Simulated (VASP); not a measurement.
PbSe, 2 atoms in the cell. The structure is cubic, space group Pm-3m (No. 221). The conventional cell has a = 3.774 Å, b = 3.774 Å, c = 3.774 Å, α = 90.00°, β = 90.00°, γ = 90.00°. Pb (site symmetry m-3m) has 8 Se at 3.27 Å and 6 Pb at 3.77 Å within 4.3 Å. Within 4.3 Å of Se (site symmetry m-3m) lie 8 Pb at 3.27 Å and 6 Se at 3.77 Å. 

- Program: VASP 6.6.1
- Task: single point
- Functional: PBE
- Potentials or basis: VASP PAW PBE potentials, release 64 (Pb_d, Se)
- Cutoff: 520 eV
- k mesh: 10 × 10 × 10
- Occupations: gaussian, width 0.05 eV
- Spin: no spin polarisation
- Dipole correction: no
- Further INCAR settings: ALGO = Normal; EDIFF = 1e-07; NBANDS = 17

Potentials or basis: VASP PAW PBE potentials, release 64 (Pb_d, Se).

The run is started by

```sh
$ cat potpaw_PBE.64/Pb_d/POTCAR potpaw_PBE.64/Se/POTCAR > POTCAR
$ mpirun -np 1 vasp_std > vasp.out
```

Hardware: 1 thread of Intel Xeon 8259CL, with other jobs on the host.

How long does it take, and how much memory?

It took 49 s on 1 thread of Intel Xeon 8259CL, on a shared host, peak memory 0.19 GiB. Counts: scf iterations 14, k points 56.
